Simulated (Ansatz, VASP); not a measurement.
## Two plane-wave programs on Ge

```xyz
2
Lattice="0.0000 2.8379 2.8379 2.8379 0.0000 2.8379 2.8379 2.8379 0.0000" Properties=species:S:1:pos:R:3 pbc="T T T"
Ge    0.0000    0.0000    0.0000
Ge    1.4189    1.4189    1.4189
```

Alike in both runs: functional PBEsol; k mesh 12 × 12 × 12; occupations gaussian, width 0.1 eV; no spin polarisation.

Ansatz relaxed the structure, and its values are those at the end. VASP's run is a single point on that final structure, the one shown.

|  | VASP | Ansatz |
| --- | --- | --- |
| version | VASP 6.6.1 | Ansatz 0.2.0 |
| potentials or method | VASP PAW PBE potentials, release 64 (Ge_d), cutoff 520 eV | scalar-relativistic, plane waves, PAW |
| valence electrons in the cell | 28 | 28 |

Ansatz gave:

* gap on the k mesh at the Fermi level (eV): none
* pressure (GPa): 0.0

Task: Estimate VASP's values.

Result: gap on the k mesh at the Fermi level (eV): none; pressure (GPa): -0.1.

VASP's potentials were made for PBE, not for PBEsol. A gap of «none» marks a metal or a gap that the smearing closes. With one functional, cell and mesh, what is left measures potentials, basis and numerics.
